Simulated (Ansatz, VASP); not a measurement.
**SiW6 in VASP and in Ansatz**

File INCAR:

```
PREC = Accurate ; ENCUT = 520
EDIFF = 1E-7 ; ISMEAR = 0
SIGMA = 0.1 ; LREAL = False
LASPH = True ; NELM = 100
ALGO = Normal ; ISIF = 2
LWAVE = False ; LCHARG = False
LDIPOL = True ; IDIPOL = 3
DIPOL = 0.5 0.5 0.318 ; GGA = PE
IVDW = 12 ; NBANDS = 53
```

File KPOINTS:

```
regular mesh
0
Gamma
  6 6 1
```

File POSCAR:

```
SiW6
1.0
    4.4682526257      0.0000000000      0.0000000000
   -2.2341263128      3.8696202844      0.0000000000
    0.0000000000      0.0000000000     21.6259061357
W Si
6 1
Direct
    0.6666666667      0.3333333333      0.1849633479
    0.3333333333      0.6666666667      0.2271386095
    0.0000000000      0.0000000000      0.2693138710
    0.6666666667      0.3333333333      0.3085097946
    0.3333333333      0.6666666667      0.3483008428
    0.0000000000      0.0000000000      0.3849968683
    0.1111111111      0.4444444444      0.5005989607
```

Input for Ansatz:

```yaml
crystal:
  lattice:
    - [4.4682526257, 0.0, 0.0]
    - [-2.2341263128, 3.8696202844, 0.0]
    - [0.0, 0.0, 21.6259061357]
  atoms:
    - { symbol: W, position: [0.6666666667, 0.3333333333, 0.1849633479] }
    - { symbol: W, position: [0.3333333333, 0.6666666667, 0.2271386095] }
    - { symbol: W, position: [0.0, 0.0, 0.269313871] }
    - { symbol: W, position: [0.6666666667, 0.3333333333, 0.3085097946] }
    - { symbol: W, position: [0.3333333333, 0.6666666667, 0.3483008428] }
    - { symbol: W, position: [0.0, 0.0, 0.3849968683] }
    - { symbol: Si, position: [0.1111111111, 0.4444444444, 0.5005989607] }
basis:
  ecutwfc: 420
kpoints:
  mp_grid: { grid: [6, 6, 1] }
hamiltonian:
  xc: pbe
  pseudopotentials: { kind: paw, azcp: { folder: soft_1 } }
  dispersion: d3bj
scf:
  occupations: { method: gaussian, width: 0.1 }
output:
  forces: true
  eigenvalues: true
  write_density: true
  write_potential: true
  elf: true
  volumetric_format: npy
efield:
  axis: 3
  dipole_correction: true
  ramp_width: 0.04
```

Alike in both runs: task single point; functional PBE; dispersion D3(BJ); k mesh 6 × 6 × 1; occupations gaussian, width 0.1 eV; no spin polarisation.

|  | VASP | Ansatz |
| --- | --- | --- |
| version | VASP 6.6.1 | Ansatz 0.2.0 |
| potentials or method | VASP PAW PBE potentials, release 64 (W_sv, Si), cutoff 520 eV | scalar-relativistic, plane waves, PAW |
| valence electrons in the cell | 88 | 88 |

```tsv
	VASP	Ansatz	Ansatz less VASP
gap on the k mesh at the Fermi level (eV)	none	none	-
rms of the force components (eV/Å)	0.926	0.916	-0.0092
```

Atom by atom the forces differ by 0.022 eV/Å (rms over components). A gap of «none» marks a metal or a gap that the smearing closes. Ansatz's warnings: xc potential rough in thin density.

Neither program's run includes spin-orbit coupling.
